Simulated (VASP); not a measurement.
# ZrC (Pm-3m) in VASP: a series of runs, part 3 of 3

VASP 6.6.1. The steps go on from the part before.

## 6. Single point, r2SCAN (12.40 Å³/atom)

This run uses another cell than the first one, of 12.40 Å³/atom.

File POSCAR:

```
ZrC
1.0
    2.9161228722      0.0000000000      0.0000000000
    0.0000000000      2.9161228722      0.0000000000
    0.0000000000      0.0000000000      2.9161228722
Zr C
1 1
Direct
    0.0000000000      0.0000000000      0.0000000000
    0.5000000000      0.5000000000      0.5000000000
```

File INCAR.step1:

```
ALGO = Normal
EDIFF = 1E-5
ENCUT = 660
GGA = PE
GGA_COMPAT = F
ISMEAR = 0
LASPH = T
LCHARG = F
LREAL = F
LWAVE = T
NBANDS = 15
NELM = 120
PREC = Accurate
SIGMA = 0.05
```

File INCAR.step2:

```
ALGO = Normal
EDIFF = 1E-6
ENCUT = 660
GGA_COMPAT = F
ISIF = 2
ISMEAR = 0
ISTART = 1
LASPH = T
LCHARG = F
LMIXTAU = T
LREAL = F
LWAVE = F
METAGGA = R2SCAN
NBANDS = 15
NELM = 120
PREC = Accurate
SIGMA = 0.05
```

File KPOINTS:

```
k-points
0
Gamma
  12 12 12
```

Potentials or basis: VASP PAW PBE potentials, release 64 (Zr_sv, C).

On the command line:

```console
$ cat potpaw_PBE.64/Zr_sv/POTCAR potpaw_PBE.64/C/POTCAR > POTCAR
$ cp INCAR.step1 INCAR
$ mpirun -np 1 vasp_std > vasp.out
$ cp INCAR.step2 INCAR
$ mpirun -np 1 vasp_std > vasp.out
```

OUTCAR:

```text
EDIFF = 1E-6
   ENCUT = 660
   ISIF = 2
   ISMEAR = 0
   ISTART = 1
   LASPH = T
   LREAL = F
   METAGGA = R2SCAN
   NELM = 120
   PREC = Accurate

 ion  position               nearest neighbor table
   1  0.000  0.000  0.000-   2 2.53   2 2.53   2 2.53   2 2.53   2 2.53   2 2.53   2 2.53   2 2.53

   2  0.500  0.500  0.500-   1 2.53   1 2.53   1 2.53   1 2.53   1 2.53   1 2.53   1 2.53   1 2.53

  LATTYP: Found a simple cubic cell.
 ALAT       =     2.9161228722

  Lattice vectors:

 A1 = (   2.9161228722,   0.0000000000,   0.0000000000)
 A2 = (   0.0000000000,   2.9161228722,   0.0000000000)
 A3 = (   0.0000000000,   0.0000000000,   2.9161228722)

Analysis of symmetry for initial positions (statically):
=====================================================================
 Subroutine PRICEL returns:
 Original cell was already a primitive cell.

 Routine SETGRP: Setting up the symmetry group for a
 simple cubic supercell.

 Subroutine GETGRP returns: Found 48 space group operations
 (whereof 48 operations were pure point group operations)
 out of a pool of 48 trial point group operations.

The static configuration has the point symmetry O_h .

Analysis of symmetry for dynamics (positions and initial velocities):
=====================================================================
 Subroutine PRICEL returns:
 Original cell was already a primitive cell.

 Routine SETGRP: Setting up the symmetry group for a
 simple cubic supercell.

 Subroutine GETGRP returns: Found 48 space group operations
 (whereof 48 operations were pure point group operations)
 out of a pool of 48 trial point group operations.

The dynamic configuration has the point symmetry O_h .

 Subroutine INISYM returns: Found 48 space group operations
 (whereof 48 operations are pure point group operations),
 and found     1 'primitive' translations

----------------------------------------------------------------------------------------

                                     Primitive cell

  volume of cell :      24.7980

  direct lattice vectors                    reciprocal lattice vectors
     2.916122872  0.000000000  0.000000000     0.342921078  0.000000000  0.000000000
     0.000000000  2.916122872  0.000000000     0.000000000  0.342921078  0.000000000
     0.000000000  0.000000000  2.916122872     0.000000000  0.000000000  0.342921078

  length of vectors
     2.916122872  2.916122872  2.916122872     0.342921078  0.342921078  0.342921078

  position of ions in fractional coordinates (direct lattice)
     0.000000000  0.000000000  0.000000000
     0.500000000  0.500000000  0.500000000

  ion indices of the primitive-cell ions
   primitive index   ion index
                 1           1
                 2           2

----------------------------------------------------------------------------------------

 KPOINTS: k-points

Automatic generation of k-mesh.
 Grid dimensions read from file:
 generate k-points for:   12   12   12

 Generating k-lattice:

  Cartesian coordinates                     Fractional coordinates (reciprocal lattice)
     0.028576757  0.000000000  0.000000000     0.083333333  0.000000000  0.000000000
     0.000000000  0.028576757  0.000000000     0.000000000  0.083333333  0.000000000
     0.000000000  0.000000000  0.028576757     0.000000000  0.000000000  0.083333333

  Length of vectors
     0.028576757  0.028576757  0.028576757

  Shift w.r.t. Gamma in fractional coordinates (k-lattice)
     0.000000000  0.000000000  0.000000000

 Subroutine IBZKPT returns following result:
 ===========================================

 Found     84 irreducible k-points:

 Following reciprocal coordinates:
            Coordinates               Weight
  0.000000  0.000000  0.000000      1.000000
  0.083333  0.000000  0.000000      6.000000
  0.166667  0.000000  0.000000      6.000000
  0.250000  0.000000  0.000000      6.000000
  0.333333  0.000000  0.000000      6.000000
  0.416667  0.000000  0.000000      6.000000
[... 16 lines left out ...]
  0.333333  0.333333  0.000000     12.000000
  0.416667  0.333333  0.000000     24.000000
 [... further k-points ...]
   k-points           NKPTS =     84   k-points in BZ     NKDIM =     84   number of bands    NBANDS=     15
   number of dos      NEDOS =    301   number of ions     NIONS =      2
   total plane-waves  NPLWV =  13824
   dimension x,y,z NGX =    24 NGY =   24 NGZ =   24
   dimension x,y,z NGXF=    48 NGYF=   48 NGZF=   48
   ions per type =               1   1
   NGX,Y,Z   is equivalent  to a cutoff of  13.68, 13.68, 13.68 a.u.
   NGXF,Y,Z  is equivalent  to a cutoff of  27.36, 27.36, 27.36 a.u.
 SYSTEM =  unknown system
   PREC   = accura    normal or accurate (medium, high low for compatibility)
   ISTART =      1    job   : 0-new  1-cont  2-samecut
   ICHARG =      0    charge: 1-file 2-atom 10-const
   ISPIN  =      1    spin polarized calculation?
   LNONCOLLINEAR =      F non collinear calculations
   LSORBIT =      F    spin-orbit coupling
   LASPH  =      T    aspherical Exc in radial PAW
   ENCUT  =  660.0 eV  48.51 Ry    6.96 a.u.   6.11  6.11  6.11*2*pi/ulx,y,z
   NELM   =    120;   NELMIN=  2; NELMDL=  0     # of ELM steps
   EDIFF  = 0.1E-05   stopping-criterion for ELM
   LREAL  =      F    real-space projection
   EDIFFG = 0.1E-04   stopping-criterion for IOM
   NSW    =      0    number of steps for IOM
   IBRION =     -1    ionic relax: 0-MD 1-quasi-New 2-CG
   NFREE  =      0    steps in history (QN), initial steepest desc. (CG)
   ISIF   =      2    stress and relaxation
   ISYM   =      2    0-nonsym 1-usesym 2-fastsym
   POTIM  = 0.5000    time-step for ionic-motion
   TEBEG  =    0.0;   TEEND  =   0.0 temperature during run
   PSTRESS=    0.0 pullay stress
   NELECT =      16.0000    total number of electrons
   NUPDOWN=      -1.0000    fix difference up-down
   EMIN   =  10.00;   EMAX   =-10.00  energy-range for DOS
   EFERMI =   0.00;   METHOD = LEGACY
   ISMEAR =     0;   SIGMA  =   0.05  broadening in eV -4-tet -1-fermi 0-gaus
   EFERMI_NEDOS =   21; number of points for ismear=-14 and -15
   IALGO  =     38    algorithm
   IMIX   =      4    mixing-type and parameters
     AMIX     =   0.40;   BMIX     =  1.00
     AMIX_MAG =   1.60;   BMIX_MAG =  1.00
  volume/ion in A,a.u.               =      12.40        83.67
  Fermi-wavevector in a.u.,A,eV,Ry     =   1.414628  2.673260 27.227614  2.001173
  Thomas-Fermi vector in A             =   2.536151
   LORBIT       =      0    0 simple, 1 ext, 2 COOP (PROOUT), +10 PAW based schemes
   METAGGA = R2SCAN    functional components
   LHFCALC =     F    Hartree Fock is set to
   AEXX    =    0.0000 exact exchange contribution
   IVDW    =     0    specifies the selected vdW correction
   LEPSILON=     F    determine dielectric tensor
   LRPA    =     F    only Hartree local field effects (RPA)
 non-spin polarized calculation
 Gauss-broadening in eV      SIGMA  =   0.05
  energy-cutoff  :      660.00
  volume of cell :       24.80
 maximum number of plane-waves:       976
   NGX = 13   NGY = 13   NGZ = 13

 number of electron      16.0000000 magnetization

 Free energy of the ion-electron system (eV)
  ---------------------------------------------------
  ext. energy  EPLUGINS =         0.00000000
  ---------------------------------------------------
  free energy    TOTEN  =       -32.07305719 eV

  energy without entropy =      -32.07018470  energy(sigma->0) =      -32.07162094

 E-fermi :  10.5734     XC(G=0): -13.3269

 val. band max:       10.5641238932   @ k =   0.0833   0.0833   0.0833
 cond. band min:      10.5999498859   @ k =   0.5000   0.3333   0.1667
 fundamental gap:      0.0358259927
 Fermi energy:        10.5734498275

 k-point     1 :       0.0000    0.0000    0.0000
  band No.  band energies     occupation
      1     -39.8893      2.00000
      2     -16.6470      2.00000
      3     -16.6470      2.00000
      4     -16.6470      2.00000
      5      -2.0354      2.00000
      6       8.6380      2.00000
      7       8.6380      2.00000
      8      11.8133      0.00000
      9      11.8133      0.00000
     10      11.8133      0.00000
     11      15.9899      0.00000
     12      15.9899      0.00000
     13      15.9899      0.00000
     14      19.3343      0.00000
     15      28.0991      0.00000
[... 397 lines left out ...]
 k-point    24 :       0.4167    0.3333    0.0000
  band No.  band energies     occupation
      1     -39.6419      2.00000
      2     -17.6930      2.00000
      3     -17.4360      2.00000
      4     -16.4366      2.00000
      5       0.1595      2.00000
      6       6.8918      2.00000
      7       8.3378      2.00000
      8      10.8882      0.00000
      9      10.9814      0.00000
     10      13.8386      0.00000
     11      15.7519      0.00000
     12      15.7639      0.00000
     13      16.6308      0.00000
     14      22.1846      0.00000
     15      26.2194      0.00000

 [... further k-points ...]
[... 5 lines left out ...]
  --------------------------------------------------------------------------------------
  -------------------------------------------------------------------------------------
  Total        0.0034872      0.0034872      0.0034872     -0.0000000     -0.0000000     -0.0000000
  in kB        0.2253060      0.2253060      0.2253060     -0.0000000     -0.0000000     -0.0000000
  external PRESSURE =       0.2253060 kB  Pullay stress =       0.0000000 kB

 VOLUME and BASIS-vectors are now :
 -----------------------------------------------------------------------------
  energy-cutoff  :      660.00
  volume of cell :       24.80
      direct lattice vectors                 reciprocal lattice vectors
     2.916122872  0.000000000  0.000000000     0.342921078  0.000000000  0.000000000
     0.000000000  2.916122872  0.000000000     0.000000000  0.342921078  0.000000000
     0.000000000  0.000000000  2.916122872     0.000000000  0.000000000  0.342921078

 POSITION                                       TOTAL-FORCE (eV/Angst)
 -----------------------------------------------------------------------------------
      0.00000      0.00000      0.00000         0.000000      0.000000      0.000000
      1.45806      1.45806      1.45806         0.000000      0.000000      0.000000
 -----------------------------------------------------------------------------------
    total drift:                                0.000000      0.000000     -0.000000

  FREE ENERGIE OF THE ION-ELECTRON SYSTEM (eV)
  ---------------------------------------------------
  free  energy   TOTEN  =       -32.0730571866 eV

  energy  without entropy=      -32.0701846994  energy(sigma->0) =      -32.07162094
```

Wall time 2.7 min (1 thread of Intel Xeon 8259CL, shared host); peak memory 0.17 GiB.

Results:

- Free energy: -32.0731 eV
- Pressure: 0.0 GPa
- Band gap on the k mesh: zero (bands 8 and 9 overlap by 2.15 eV)

Levels at points of the mesh, in eV from the Fermi level:
| k point | band 6 | band 7 | band 8 | band 9 | band 10 | band 11 |
| --- | --- | --- | --- | --- | --- | --- |
| (0.00, 0.00, 0.00) | -1.94 | -1.94 | 1.24 | 1.24 | 1.24 | 5.42 |
| (0.50, 0.00, 0.00) | -5.88 | -1.13 | -1.13 | -0.82 | 5.90 | 6.29 |
| (0.50, 0.50, 0.00) | -2.38 | -2.38 | -0.49 | 2.00 | 2.77 | 2.77 |
| (0.50, 0.50, 0.50) | -5.62 | -5.62 | -5.62 | 7.82 | 7.82 | 9.14 |

Caveat: the PAW data sets were made with another functional, which shifts forces and pressure a little.

## 7. Summary

```tsv
cell	gap on the mesh (eV)	pressure (GPa)
a = 2.877 Å, 2 atoms	none	9.0
a = 2.897 Å, 2 atoms	none	4.3
a = 2.919 Å, 2 atoms	none	-0.6
a = 2.915 Å, 2 atoms	none	0.2
a = 2.916 Å, 2 atoms	none	0.0
```

Alike in all rows: task single point; level r2SCAN; potentials or basis VASP PAW PBE potentials, release 64 (Zr_sv, C); no spin polarisation; k mesh 12 × 12 × 12; cutoff (eV) 660; smearing gaussian 0.05 eV.

Caveats: the PAW data sets were made with another functional, which shifts forces and pressure a little; the cell stands under pressure (at least some runs).

Absolute energies hang on the potentials; compare differences alone.
